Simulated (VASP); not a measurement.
# Hg3Mo: single point with PBE

The system is Hg3Mo.

```xyz
4
Lattice="4.2938 0.0000 0.0000 0.0000 4.2938 0.0000 0.0000 0.0000 4.2938" Properties=species:S:1:pos:R:3 pbc="T T T"
Hg    0.0000    2.1469    2.1469
Hg    2.1469    0.0000    2.1469
Hg    2.1469    2.1469    0.0000
Mo    0.0000    0.0000    0.0000
```

```yaml
Program: VASP 6.6.1
Task: single point
Functional: PBE
Potentials_or_basis: VASP PAW PBE potentials, release 64 (Hg, Mo_sv)
Cutoff: 520 eV
k_mesh: 12 × 12 × 12
Occupations: gaussian, width 0.1 eV
Spin: no spin polarisation
```

```yaml
Pressure: 0.8 GPa
Band_gap_on_the_k_mesh: zero (band 25 reaches 5.77 eV, above the bottom of band 26 at 4.02 eV)
```

Levels at points of the mesh, in eV from the Fermi level:
```
           k point  band 23  band 24  band 25  band 26  band 27  band 28
(0.00, 0.00, 0.00)    -0.20    -0.20    -0.20     0.47     0.47     0.47
(0.50, 0.00, 0.00)    -1.39    -1.09    -0.06     0.38     0.86     4.28
(0.50, 0.50, 0.00)    -3.41    -0.94    -0.94    -0.02     1.02     1.32
(0.50, 0.50, 0.50)    -2.57    -1.62    -1.62    -1.62     0.42     0.42
```

Wall time 82 s on 1 thread of AMD EPYC 9R45 96-Core Processor (Zen 5), with other jobs on the host, peak memory 0.28 GiB.

Caveat: spin-orbit coupling is left out, which moves the levels of the heavy elements.
